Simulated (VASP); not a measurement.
Here is a VASP 6.6.1 calculation.

File POSCAR:

```
MnSi
1.0
    4.5560330102      0.0000000000      0.0000000000
    0.0000000000      4.5560330102      0.0000000000
    0.0000000000      0.0000000000      4.5560330102
Mn Si
4 4
Direct
    0.1391777122      0.1391777122      0.1391777122
    0.3608222878      0.8608222878      0.6391777122
    0.6391777122      0.3608222878      0.8608222878
    0.8608222878      0.6391777122      0.3608222878
    0.8453909841      0.8453909841      0.8453909841
    0.6546090159      0.1546090159      0.3453909841
    0.3453909841      0.6546090159      0.1546090159
    0.1546090159      0.3453909841      0.6546090159
```

INCAR.step1

```
SYSTEM = MnSi
PREC = Accurate
ENCUT = 520
ISMEAR = 0
SIGMA = 0.05
LREAL = .FALSE.
LASPH = .TRUE.
NELM = 150
ISPIN = 2
MAGMOM = 2.42 2.42 2.42 2.42 0 0 0 0
LMAXMIX = 4
NBANDS = 48
GGA = PE
ALGO = Normal
EDIFF = 1E-4
LWAVE = .TRUE.
LCHARG = .FALSE.
```

INCAR.step2

```
SYSTEM = MnSi
PREC = Accurate
ENCUT = 520
EDIFF = 1E-6
ISMEAR = 0
SIGMA = 0.05
LREAL = .FALSE.
LASPH = .TRUE.
NELM = 150
ALGO = Normal
ISIF = 2
LWAVE = .FALSE.
LCHARG = .FALSE.
ISPIN = 2
MAGMOM = 2.42 2.42 2.42 2.42 0 0 0 0
LORBIT = 11
LMAXMIX = 4
METAGGA = R2SCAN
LMIXTAU = .TRUE.
NBANDS = 48
ISTART = 1
```

Contents of KPOINTS:

```
Automatic mesh
0
G
  8 8 8
  0 0 0
```

Potentials or basis: VASP PAW PBE potentials, release 64 (Mn_pv, Si).

Run with:

```sh
$ cat potpaw_PBE.64/Mn_pv/POTCAR potpaw_PBE.64/Si/POTCAR > POTCAR
$ cp INCAR.step1 INCAR
$ mpirun -np 1 vasp_std > vasp.out
$ cp INCAR.step2 INCAR
$ mpirun -np 1 vasp_std > vasp.out
```

Q: What does it give for the pressure?

A: -10.3 GPa.

Q: What does it give for the net moment?

A: 4.06 μB per cell.

Q: What does it give for the largest force?

A: 0.540 eV/Å.

Q: Predict the site moments.

A: Mn +1.17; Si -0.08 μB.

Forces on the atoms (eV/Å):
```
Mn  -0.312 -0.312 -0.312
Mn   0.312  0.312 -0.312
Mn  -0.312  0.312  0.312
Mn   0.312 -0.312  0.312
Si   0.029  0.029  0.029
Si  -0.029 -0.029  0.029
Si   0.029 -0.029 -0.029
Si  -0.029  0.029 -0.029
```

Caveat: the cell stands under tension; the PAW data sets were made with another functional, which shifts forces and pressure a little.
